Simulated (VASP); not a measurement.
Wanted: the native input for a VASP 6.6.1 run.

- Task: single point
- Functional: RPBE
- Potentials or basis: VASP PAW PBE potentials, release 64 (Se)
- Cutoff: 520 eV
- k mesh: 19 × 19 × 10
- Occupations: fermi-dirac, width 0.03 eV
- Spin: no spin polarisation
- Dipole correction: no
- Further INCAR settings: ALGO = Normal; EDIFF = 1e-06; NBANDS = 13

The structure of Se lies in POSCAR:

```
Se
1.0
    3.7202718101      0.0000000000      0.0000000000
   -1.8601359050      3.2218498965      0.0000000000
    0.0000000000      0.0000000000      3.8505633181
Se
2
Direct
    0.3333333333      0.6666666667      0.2500000000
    0.6666666667      0.3333333333      0.7500000000
```

This isn't the form of Se at room conditions, which is trigonal, of chains.

These files were run (other wordings do the same):

INCAR

```
SYSTEM = Se
PREC = Accurate
ENCUT = 520
EDIFF = 1E-6
ISMEAR = -1
SIGMA = 0.03
LREAL = .FALSE.
LASPH = .TRUE.
NELM = 100
ALGO = Normal
ISIF = 2
LWAVE = .FALSE.
LCHARG = .TRUE.
GGA = RP
LELF = .TRUE.
LVHAR = .TRUE.
NBANDS = 13
```

KPOINTS

```
Automatic mesh
0
G
  19 19 10
  0 0 0
```

Potentials or basis: VASP PAW PBE potentials, release 64 (Se).

The run is started by

```bash
$ cat potpaw_PBE.64/Se/POTCAR > POTCAR
$ mpirun -np 1 vasp_std > vasp.out
```

Results of the run:

- Pressure: -0.1 GPa
- Band gap on the k mesh: zero (bands 6 and 7 overlap by 2.07 eV)

Caveat: the PAW data sets were made with another functional, which shifts forces and pressure a little.

Wall time 44 s on 1 thread of Intel(R) Xeon(R) 6975P-C (Granite Rapids) (shared host), peak memory 0.24 GiB.
